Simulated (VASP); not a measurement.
# Be (P6_3/mmc) in VASP: notebook

Runs on Be. Level: PBE. Tasks: single point, relaxation of cell and atoms.

Program: VASP 6.6.1. These are calculated values, not measurements. Logs are shortened: lines on timing, memory, paths and dates and some standing lists are left out, and cuts for length are marked.

## Step 1: The cell of the first run

It takes space group P6_3/mmc (No. 194, hexagonal). Conventional cell: a = 2.267 Å, b = 2.267 Å, c = 3.554 Å, α = 90.00°, β = 90.00°, γ = 120.00°. Within 2.9 Å of Be (site symmetry -6m2) lie 12 Be at 2.21 to 2.27 Å.

## Step 2: Single point, PBE

INCAR

```
SYSTEM = Be
ALGO = Normal ; EDIFF = 1E-6
ENCUT = 520 ; GGA = PE
ISIF = 2 ; ISMEAR = 0
LASPH = .True. ; LCHARG = .True.
LELF = .True. ; LREAL = .False.
LVHAR = .True. ; LWAVE = .False.
NBANDS = 9 ; NELM = 80
PREC = Accurate ; SIGMA = 0.05
```

KPOINTS

```
k-points
0
Gamma
  20 20 12
  0 0 0
```

POSCAR

```
Be
1.0
    2.2673003179      0.0000000000      0.0000000000
   -1.1336501590      1.9635396733      0.0000000000
    0.0000000000      0.0000000000      3.5539774698
Be
2
Direct
    0.3333333333      0.6666666667      0.7500000000
    0.6666666667      0.3333333333      0.2500000000
```

Potentials or basis: VASP PAW PBE potentials, release 64 (Be).

Run with:

```
> cat potpaw_PBE.64/Be/POTCAR > POTCAR
> mpirun -np 1 vasp_std > vasp.out
```

OUTCAR:

```text
SYSTEM = Be
   EDIFF = 1E-6
   ENCUT = 520
   GGA = PE
   ISIF = 2
   ISMEAR = 0
   LASPH = .True.
   LREAL = .False.
   NELM = 80
   PREC = Accurate

 ion  position               nearest neighbor table
   1  0.333  0.667  0.750-   2 2.21   2 2.21   2 2.21   2 2.21   2 2.21   2 2.21
   2  0.667  0.333  0.250-   1 2.21   1 2.21   1 2.21   1 2.21   1 2.21   1 2.21

  LATTYP: Found a hexagonal cell.
 ALAT       =     2.2673003179
 C/A-ratio  =     1.5674930408

  Lattice vectors:

 A1 = (   2.2673003179,   0.0000000000,   0.0000000000)
 A2 = (  -1.1336501590,   1.9635396733,   0.0000000000)
 A3 = (   0.0000000000,   0.0000000000,   3.5539774698)

Analysis of symmetry for initial positions (statically):
=====================================================================
 Subroutine PRICEL returns:
 Original cell was already a primitive cell.

 Routine SETGRP: Setting up the symmetry group for a
 hexagonal supercell.

 Subroutine GETGRP returns: Found 24 space group operations
 (whereof 12 operations were pure point group operations)
 out of a pool of 24 trial point group operations.

The static configuration has the point symmetry D_3d.
 The point group associated with its full space group is D_6h.

Analysis of symmetry for dynamics (positions and initial velocities):
=====================================================================
 Subroutine PRICEL returns:
 Original cell was already a primitive cell.

 Routine SETGRP: Setting up the symmetry group for a
 hexagonal supercell.

 Subroutine GETGRP returns: Found 24 space group operations
 (whereof 12 operations were pure point group operations)
 out of a pool of 24 trial point group operations.

The dynamic configuration has the point symmetry D_3d.
 The point group associated with its full space group is D_6h.

 Subroutine INISYM returns: Found 24 space group operations
 (whereof 12 operations are pure point group operations),
 and found     1 'primitive' translations

----------------------------------------------------------------------------------------

                                     Primitive cell

  volume of cell :      15.8221

  direct lattice vectors                    reciprocal lattice vectors
     2.267300318  0.000000000  0.000000000     0.441053173  0.254642168  0.000000000
    -1.133650159  1.963539673  0.000000000     0.000000000  0.509284337  0.000000000
     0.000000000  0.000000000  3.553977470     0.000000000  0.000000000  0.281374884

  length of vectors
     2.267300318  2.267300318  3.553977470     0.509284337  0.509284337  0.281374884

  position of ions in fractional coordinates (direct lattice)
     0.333333333  0.666666667  0.750000000
     0.666666667  0.333333333  0.250000000

  ion indices of the primitive-cell ions
   primitive index   ion index
                 1           1
                 2           2

----------------------------------------------------------------------------------------

 KPOINTS: k-points

Automatic generation of k-mesh.
 Grid dimensions read from file:
 generate k-points for:   20   20   12

 Generating k-lattice:

  Cartesian coordinates                     Fractional coordinates (reciprocal lattice)
     0.022052659  0.012732108  0.000000000     0.050000000  0.000000000  0.000000000
     0.000000000  0.025464217  0.000000000     0.000000000  0.050000000  0.000000000
     0.000000000  0.000000000  0.023447907     0.000000000  0.000000000  0.083333333

  Length of vectors
     0.025464217  0.025464217  0.023447907

  Shift w.r.t. Gamma in fractional coordinates (k-lattice)
     0.000000000  0.000000000  0.000000000

 Subroutine IBZKPT returns following result:
 ===========================================

 Found    308 irreducible k-points:

 Following reciprocal coordinates:
            Coordinates               Weight
  0.000000  0.000000  0.000000      1.000000
  0.050000  0.000000  0.000000      6.000000
  0.100000 -0.000000  0.000000      6.000000
  0.150000  0.000000  0.000000      6.000000
  0.200000 -0.000000  0.000000      6.000000
  0.250000  0.000000  0.000000      6.000000
[... 16 lines left out ...]
  0.200000  0.100000  0.000000     12.000000
  0.250000  0.100000  0.000000     12.000000
 [... further k-points ...]
   k-points           NKPTS =    308   k-points in BZ     NKDIM =    308   number of bands    NBANDS=      9
   number of dos      NEDOS =    301   number of ions     NIONS =      2
   total plane-waves  NPLWV =   9072
   dimension x,y,z NGX =    18 NGY =   18 NGZ =   28
   dimension x,y,z NGXF=    36 NGYF=   36 NGZF=   56
   ions per type =               2
   NGX,Y,Z   is equivalent  to a cutoff of  13.20, 13.20, 13.10 a.u.
   NGXF,Y,Z  is equivalent  to a cutoff of  26.40, 26.40, 26.20 a.u.
 SYSTEM =  Be
   PREC   = accura    normal or accurate (medium, high low for compatibility)
   ISTART =      0    job   : 0-new  1-cont  2-samecut
   ICHARG =      2    charge: 1-file 2-atom 10-const
   ISPIN  =      1    spin polarized calculation?
   LNONCOLLINEAR =      F non collinear calculations
   LSORBIT =      F    spin-orbit coupling
   LASPH  =      T    aspherical Exc in radial PAW
   ENCUT  =  520.0 eV  38.22 Ry    6.18 a.u.   4.22  4.22  6.61*2*pi/ulx,y,z
   NELM   =     80;   NELMIN=  2; NELMDL= -5     # of ELM steps
   EDIFF  = 0.1E-05   stopping-criterion for ELM
   LREAL  =      F    real-space projection
   EDIFFG = 0.1E-04   stopping-criterion for IOM
   NSW    =      0    number of steps for IOM
   IBRION =     -1    ionic relax: 0-MD 1-quasi-New 2-CG
   NFREE  =      0    steps in history (QN), initial steepest desc. (CG)
   ISIF   =      2    stress and relaxation
   ISYM   =      2    0-nonsym 1-usesym 2-fastsym
   POTIM  = 0.5000    time-step for ionic-motion
   TEBEG  =    0.0;   TEEND  =   0.0 temperature during run
   PSTRESS=    0.0 pullay stress
   NELECT =       4.0000    total number of electrons
   NUPDOWN=      -1.0000    fix difference up-down
   EMIN   =  10.00;   EMAX   =-10.00  energy-range for DOS
   EFERMI =   0.00;   METHOD = LEGACY
   ISMEAR =     0;   SIGMA  =   0.05  broadening in eV -4-tet -1-fermi 0-gaus
   EFERMI_NEDOS =   21; number of points for ismear=-14 and -15
   IALGO  =     38    algorithm
   IMIX   =      4    mixing-type and parameters
     AMIX     =   0.40;   BMIX     =  1.00
     AMIX_MAG =   1.60;   BMIX_MAG =  1.00
  volume/ion in A,a.u.               =       7.91        53.39
  Fermi-wavevector in a.u.,A,eV,Ry     =   1.035159  1.956167 14.579377  1.071554
  Thomas-Fermi vector in A             =   2.169489
   LORBIT       =      0    0 simple, 1 ext, 2 COOP (PROOUT), +10 PAW based schemes
   GGA     = PE    functional components
   LHFCALC =     F    Hartree Fock is set to
   AEXX    =    0.0000 exact exchange contribution
   IVDW    =     0    specifies the selected vdW correction
   LEPSILON=     F    determine dielectric tensor
   LRPA    =     F    only Hartree local field effects (RPA)
 non-spin polarized calculation
 Gauss-broadening in eV      SIGMA  =   0.05
  energy-cutoff  :      520.00
  volume of cell :       15.82
 maximum number of plane-waves:       446
 NGX is ok and might be reduce to    18
   NGX =  9   NGY =  9   NGZ = 13

 number of electron       4.0000000 magnetization

 Free energy of the ion-electron system (eV)
  ---------------------------------------------------
  ext. energy  EPLUGINS =         0.00000000
  ---------------------------------------------------
  free energy    TOTEN  =        -7.53382864 eV

  energy without entropy =       -7.53352041  energy(sigma->0) =       -7.53367452

 E-fermi :   6.9359     XC(G=0): -10.6034

 val. band max:        6.9353798958   @ k =   0.3500   0.3000   0.4167
 cond. band min:       6.9540785256   @ k =   0.2500   0.2000   0.0833
 fundamental gap:      0.0186986298
 Fermi energy:         6.9358994423

 k-point     1 :       0.0000    0.0000    0.0000
  band No.  band energies     occupation
      1      -4.3278      2.00000
      2       2.6234      2.00000
      3       8.2080      0.00000
      4      22.9163      0.00000
      5      22.9163      0.00000
      6      25.7870      0.00000
      7      25.7870      0.00000
      8      28.0293      0.00000
      9      34.0543      0.00000

 k-point     2 :       0.0500    0.0000    0.0000
  band No.  band energies     occupation
      1      -4.2562      2.00000
      2       2.7172      2.00000
      3       8.2290      0.00000
      4      22.3126      0.00000
      5      22.4533      0.00000
      6      25.7988      0.00000
      7      26.0456      0.00000
      8      27.8886      0.00000
      9      32.7892      0.00000

 k-point     3 :       0.1000   -0.0000    0.0000
  band No.  band energies     occupation
      1      -4.0410      2.00000
      2       2.9986      2.00000
      3       8.2881      0.00000
      4      20.7973      0.00000
      5      21.4824      0.00000
      6      25.7754      0.00000
      7      26.3663      0.00000
      8      27.4112      0.00000
      9      30.9022      0.00000

 k-point     4 :       0.1500    0.0000    0.0000
  band No.  band energies     occupation
      1      -3.6822      2.00000
      2       3.4667      2.00000
      3       8.3699      0.00000
      4      18.8630      0.00000
      5      20.4140      0.00000
      6      25.6089      0.00000
      7      26.3494      0.00000
      8      26.4537      0.00000
      9      28.9268      0.00000

 k-point     5 :       0.2000   -0.0000    0.0000
  band No.  band energies     occupation
      1      -3.1797      2.00000
      2       4.1202      2.00000
      3       8.4338      0.00000
      4      16.8708      0.00000
      5      19.3990      0.00000
      6      24.9137      0.00000
      7      24.9771      0.00000
      8      26.0193      0.00000
      9      27.3987      0.00000

 k-point     6 :       0.2500    0.0000    0.0000
  band No.  band energies     occupation
      1      -2.5339      2.00000
      2       4.9564      2.00000
      3       8.3808      0.00000
      4      15.0914      0.00000
      5      18.4976      0.00000
      6      22.9126      0.00000
      7      23.5374      0.00000
      8      25.5389      0.00000
      9      26.7816      0.00000
[... 169 lines left out ...]
 k-point    21 :       0.1000    0.1000    0.0000
  band No.  band energies     occupation
      1      -3.4666      2.00000
      2       3.7471      2.00000
      3       8.4208      0.00000
      4      18.3935      0.00000
      5      19.1236      0.00000
      6      25.6188      0.00000
      7      25.9087      0.00000
      8      25.9590      0.00000
      9      29.9161      0.00000

 k-point    22 :       0.1500    0.1000    0.0000
  band No.  band energies     occupation
      1      -2.9633      2.00000
      2       4.3997      2.00000
      3       8.4943      0.00000
      4      16.5410      0.00000
      5      18.0615      0.00000
      6      24.5953      0.00000
      7      24.9434      0.00000
      8      25.3438      0.00000
      9      29.3070      0.00000

 k-point    23 :       0.2000    0.1000    0.0000
  band No.  band energies     occupation
      1      -2.3160      2.00000
      2       5.2346      2.00000
      3       8.4816      0.00000
      4      14.7275      0.00000
      5      17.1522      0.00000
      6      22.8110      0.00000
      7      23.7308      0.00000
      8      24.8464      0.00000
      9      28.7527      0.00000

 k-point    24 :       0.2500    0.1000    0.0000
  band No.  band energies     occupation
      1      -1.5264      2.00000
      2       6.2471      2.00000
      3       8.1963      0.00000
      4      13.3211      0.00000
      5      16.3399      0.00000
      6      20.7544      0.00000
      7      22.3747      0.00000
      8      24.3701      0.00000
      9      28.0292      0.00000

 [... further k-points ...]

------------------------ aborting loop because EDIFF is reached ----------------------------------------

  FORCE on cell =-STRESS in cart. coord.  units (eV):
  Direction    XX          YY          ZZ          XY          YZ          ZX
  --------------------------------------------------------------------------------------
  -------------------------------------------------------------------------------------
  Total        0.0202603      0.0202603      0.0180215     -0.0000000     -0.0000000      0.0000000
  in kB        2.0516053      2.0516053      1.8248979     -0.0000000     -0.0000000      0.0000000
  external PRESSURE =       1.9760361 kB  Pullay stress =       0.0000000 kB

 VOLUME and BASIS-vectors are now :
 -----------------------------------------------------------------------------
  energy-cutoff  :      520.00
  volume of cell :       15.82
      direct lattice vectors                 reciprocal lattice vectors
     2.267300318  0.000000000  0.000000000     0.441053173  0.254642168  0.000000000
    -1.133650159  1.963539673  0.000000000     0.000000000  0.509284337  0.000000000
     0.000000000  0.000000000  3.553977470     0.000000000  0.000000000  0.281374884

 POSITION                                       TOTAL-FORCE (eV/Angst)
 -----------------------------------------------------------------------------------
     -0.00000      1.30903      2.66548         0.000000      0.000000      0.000000
      1.13365      0.65451      0.88849        -0.000000      0.000000      0.000000
 -----------------------------------------------------------------------------------
    total drift:                                0.000000     -0.000000      0.000000

  FREE ENERGIE OF THE ION-ELECTRON SYSTEM (eV)
  ---------------------------------------------------
  free  energy   TOTEN  =        -7.5338286378 eV

  energy  without entropy=       -7.5335204118  energy(sigma->0) =       -7.53367452
```

It took 56 s on 1 thread of AMD EPYC 7R13, shared host; peak memory 0.12 GiB.

What came out:

```yaml
Free_energy: -7.5338 eV
Pressure: 0.2 GPa
Band_gap_on_the_k_mesh: zero (band 2 reaches 8.02 eV, above the bottom of band 3 at 6.59 eV)
```

Levels at points of the mesh, in eV from the Fermi level:
```tsv
k point	band 1	band 2	band 3	band 4	band 5	band 6
(0.00, 0.00, 0.00)	-11.26	-4.31	1.27	15.98	15.98	18.85
(0.50, 0.00, 0.00)	-4.94	-3.07	3.72	6.59	6.89	9.42
(0.00, 0.00, 0.50)	-9.09	-9.09	10.92	10.92	17.65	17.65
(0.50, 0.00, 0.50)	-3.54	-3.54	1.64	1.64	12.05	12.05
```

## Step 3: Single point, PBE

INCAR

```
PREC     = Accurate       # precision mode
ENCUT    = 520            # plane-wave cutoff, eV
EDIFF    = 1E-6           # SCF threshold, eV
ISMEAR   = 0              # smearing method
SIGMA    = 0.05           # smearing width, eV
LREAL    = F              # projectors in reciprocal space
LASPH    = T              # aspherical terms in the spheres
NELM     = 60             # most SCF steps
ALGO     = Normal         # electronic algorithm
ISIF     = 2              # what is computed and relaxed
LWAVE    = F              # write WAVECAR
LCHARG   = F              # write CHGCAR
GGA      = PE             # functional
NBANDS   = 9              # bands
```

KPOINTS

```
regular mesh
0
Gamma
  20 20 12
```

POSCAR is that of step 2.

Potentials or basis: VASP PAW PBE potentials, release 64 (Be).

Run with:

```
> cat potpaw_PBE.64/Be/POTCAR > POTCAR
> mpirun -np 1 vasp_std > vasp.out
```

Run time: 56 s. Hardware: 1 thread of AMD EPYC 7R13, shared host; peak memory 0.12 GiB.

It converged, with:

```
Free energy            : -7.5338 eV
Pressure               : 0.2 GPa
Band gap on the k mesh : zero (band 2 reaches 8.02 eV, above the bottom of band 3 at 6.59 eV)
```

Levels at points of the mesh, in eV from the Fermi level:
| k point | band 1 | band 2 | band 3 | band 4 | band 5 | band 6 | band 7 |
| --- | --- | --- | --- | --- | --- | --- | --- |
| (0.00, 0.00, 0.00) | -11.26 | -4.31 | 1.27 | 15.98 | 15.98 | 18.85 | 18.85 |
| (0.50, 0.00, 0.00) | -4.94 | -3.07 | 3.72 | 6.59 | 6.89 | 9.42 | 10.22 |
| (0.00, 0.00, 0.50) | -9.09 | -9.09 | 10.92 | 10.92 | 17.65 | 17.65 | 17.65 |
| (0.50, 0.00, 0.50) | -3.54 | -3.54 | 1.64 | 1.64 | 12.05 | 12.05 | 15.56 |

## Step 4: Relaxation of cell and atoms, PBE

This run uses another cell than the first one, of 8.15 Å³/atom, 1.030 times its volume.

INCAR

```
ALGO = Normal
EDIFF = 1E-6
EDIFFG = -0.01
ENCUT = 600
GGA = PE
IBRION = 2
ISIF = 3
ISMEAR = 0
LASPH = True
LCHARG = False
LREAL = False
LWAVE = False
NELM = 80
NSW = 80
PREC = Accurate
SIGMA = 0.05
```

KPOINTS

```
k-points
0
Gamma
  20 20 12
```

POSCAR

```
Be
1.0
    2.2900000000      0.0000000000      0.0000000000
   -1.1450000000      1.9831981747      0.0000000000
    0.0000000000      0.0000000000      3.5884300000
Be
2
Direct
    0.3333333333      0.6666666667      0.7500000000
    0.6666666667      0.3333333333      0.2500000000
```

Run with:

```
> cat potpaw_PBE.64/Be/POTCAR > POTCAR
> mpirun -np 1 vasp_std > vasp.out
```

Run time: 86 s. Hardware: 1 thread of AMD EPYC 7R13, shared host; peak memory 0.12 GiB.

The run converged. Its results:

```
Free energy                            : -7.5339 eV
Relaxed volume                         : 7.92 Å³/atom
Relaxed cell                           : a = 2.269 Å, b = 2.269 Å, c = 3.554 Å, α = 90.00°, β = 90.00°, γ = 120.00°
Space group after relaxing (to 0.05 Å) : P6_3/mmc (No. 194)
Energy gained by relaxing              : 2.4 meV/atom
Ionic steps                            : 5
Pressure after relaxing                : 0.1 GPa
Band gap on the k mesh                 : zero (band 2 reaches 8.01 eV, above the bottom of band 3 at 6.58 eV)
```

Stress tensor (GPa, compression positive):
```
0.02 0.00 0.00
0.00 0.02 0.00
0.00 0.00 0.12
```

Step by step:
```
step  energy change (eV)  largest force (eV/Å)  pressure (GPa)  volume (Å³)
   1              0.0000                0.0000           -3.28        16.30
   2             -0.0046                0.0000           -0.44        15.91
   3             -0.0047                0.0000           -0.02        15.85
   4             -0.0047                0.0000            0.05        15.84
   5             -0.0047                0.0000            0.06        15.84
```

Final structure:
```
Be
1.0
     2.26850    0.00000    0.00000
    -1.13425    1.96458    0.00000
     0.00000    0.00000    3.55442
Be
2
Direct
  0.33333 0.66667 0.75000
  0.66667 0.33333 0.25000
```

Levels at points of the mesh, in eV from the Fermi level:
| k point | band 1 | band 2 | band 3 | band 4 | band 5 |
| --- | --- | --- | --- | --- | --- |
| (0.00, 0.00, 0.00) | -11.26 | -4.30 | 1.28 | 15.96 | 15.96 |
| (0.50, 0.00, 0.00) | -4.93 | -3.07 | 3.72 | 6.59 | 6.89 |
| (0.00, 0.00, 0.50) | -9.08 | -9.08 | 10.93 | 10.93 | 17.63 |
| (0.50, 0.00, 0.50) | -3.54 | -3.54 | 1.64 | 1.64 | 12.03 |
